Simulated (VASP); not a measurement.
Write the native input for VASP 6.6.1 that does the following.

```
Task                   : single point
Functional             : PBEsol
Potentials or basis    : VASP PAW PBE potentials, release 64 (K_sv, F, Rh_pv, Na_pv)
Cutoff                 : 520 eV
k mesh                 : 3 × 3 × 3
Occupations            : fermi-dirac, width 0.05 eV
Spin                   : no spin polarisation
Dipole correction      : no
Further INCAR settings : ALGO = Normal; EDIFF = 1e-06; NBANDS = 46
```

The structure of KNaRhF6 (a cell with a defect) lies in POSCAR:

```
KNaRhF6
1.0
    0.0000000000      4.2112070000      4.2112070000
    4.2112070000      0.0000000000      4.2112070000
    4.2112070000      4.2112070000      0.0000000000
K F Rh Na
1 6 1 1
Direct
    1.2497154616      1.2489605712      0.2505420655
    0.7704360056      0.2270886945      0.2282479821
    0.2255150364      0.7712082308      0.2298413495
    0.2273508521      0.7707634652      0.7740095654
    0.7724950353      0.2267552984      0.7723136146
    0.2272561050      0.2261177140      0.7742819339
    0.7706440220      0.7721039360      0.2279357201
   -0.0009714555     -0.0009778669      0.0010474432
    0.4993377196      0.4991976172      0.5007776868
```

One way to write it, as run:

INCAR

```
SYSTEM = KNaRhF6
ALGO = Normal
EDIFF = 1E-6
ENCUT = 520
GGA = PS
ISIF = 2
ISMEAR = -1
LASPH = .TRUE.
LCHARG = .FALSE.
LREAL = .FALSE.
LWAVE = .FALSE.
NBANDS = 46
NELM = 60
PREC = Accurate
SIGMA = 0.05
```

KPOINTS

```
k-points
0
G
  3 3 3
  0 0 0
```

Potentials or basis: VASP PAW PBE potentials, release 64 (K_sv, F, Rh_pv, Na_pv).

Run with:

```bash
$ cat potpaw_PBE.64/K_sv/POTCAR potpaw_PBE.64/F/POTCAR potpaw_PBE.64/Rh_pv/POTCAR potpaw_PBE.64/Na_pv/POTCAR > POTCAR
$ mpirun -np 1 vasp_std > vasp.out
```

Results of the run:

| Property | Result |
| --- | --- |
| Pressure | -1.1 GPa |
| Largest force | 0.052 eV/Å |
| Band gap on the k mesh | zero (an odd number of electrons rules out a gap without spin polarisation) |

Caveat: the k points lie up to 0.43 Å⁻¹ apart, too coarse for converged energies and pressures of a metal; the PAW data sets were made with another functional, which shifts forces and pressure a little; an odd number of electrons without spin polarisation forces a metal; a magnetic or distorted state may lie lower.

It took 7 min on 1 thread of Intel Xeon 8259CL, with other jobs on the host, peak memory 0.37 GiB.
